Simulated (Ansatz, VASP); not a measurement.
TlSn2 in VASP and in Ansatz

File INCAR:

```
PREC     = Accurate       # precision mode
ENCUT    = 600            # plane-wave cutoff, eV
EDIFF    = 1E-6           # SCF threshold, eV
ISMEAR   = 0              # smearing method
SIGMA    = 0.1            # smearing width, eV
LREAL    = False          # projectors in reciprocal space
LASPH    = True           # aspherical terms in the spheres
NELM     = 80             # most SCF steps
ALGO     = Normal         # electronic algorithm
ISIF     = 3              # what is computed and relaxed
LWAVE    = False          # write WAVECAR
LCHARG   = False          # write CHGCAR
GGA      = PE             # functional
IBRION   = 2              # ionic algorithm
NSW      = 90             # ionic steps
EDIFFG   = -0.04          # ionic threshold
```

Contents of KPOINTS:

```
regular mesh
0
Gamma
  6 6 6
```

The input POSCAR:

```
TlSn2
1.0
   -1.9929447652      1.9929447652      4.8889426271
    1.9929447652     -1.9929447652      4.8889426271
    1.9929447652      1.9929447652     -4.8889426271
Tl Sn
1 2
Direct
    0.0000000000      0.0000000000      0.0000000000
    0.6650000000      0.6650000000      0.0000000000
    0.3350000000      0.3350000000      0.0000000000
```

Input for Ansatz:

```yaml
crystal:
  lattice:
    - [-1.9929447652, 1.9929447652, 4.8889426271]
    - [1.9929447652, -1.9929447652, 4.8889426271]
    - [1.9929447652, 1.9929447652, -4.8889426271]
  atoms:
    - { symbol: Tl, position: [0.0, 0.0, 0.0] }
    - { symbol: Sn, position: [0.665, 0.665, 0.0] }
    - { symbol: Sn, position: [0.335, 0.335, 0.0] }
basis:
  ecutwfc: 420
kpoints:
  mp_grid: { grid: [6, 6, 6] }
hamiltonian:
  xc: pbe
scf:
  occupations: { method: gaussian, width: 0.1 }
  lower_state_search: "off"
output:
  forces: true
  stress: true
  eigenvalues: true
relax:
  adjacent_minimum: "off"
  f_tol: 0.04
  max_steps: 70
  cell: { stress_tol: 0.4 }
```

Alike in both runs: task relaxation of cell and atoms; functional PBE; k mesh 6 × 6 × 6; occupations gaussian, width 0.1 eV; no spin polarisation.

|  | VASP | Ansatz |
| --- | --- | --- |
| version | VASP 6.6.1 | Ansatz 0.2.0 |
| potentials or method | VASP PAW PBE potentials, release 64 (Tl_d, Sn_d), cutoff 600 eV | scalar-relativistic, plane waves, PAW |
| valence electrons in the cell | 41 | 41 |

```csv
,VASP,Ansatz,Ansatz less VASP
"gap on the k mesh at the Fermi level, each at its own relaxed structure (eV)",none,none,-
relaxed volume (Å³/atom),29.15,29.10,-0.044
relaxed cell length with the largest relative difference (Å),5.952,5.948,-0.0037
```

A gap of «none» marks a metal or a gap that the smearing closes.

The k mesh is coarse, so the values compare programs but aren't converged. Neither program's run includes spin-orbit coupling.
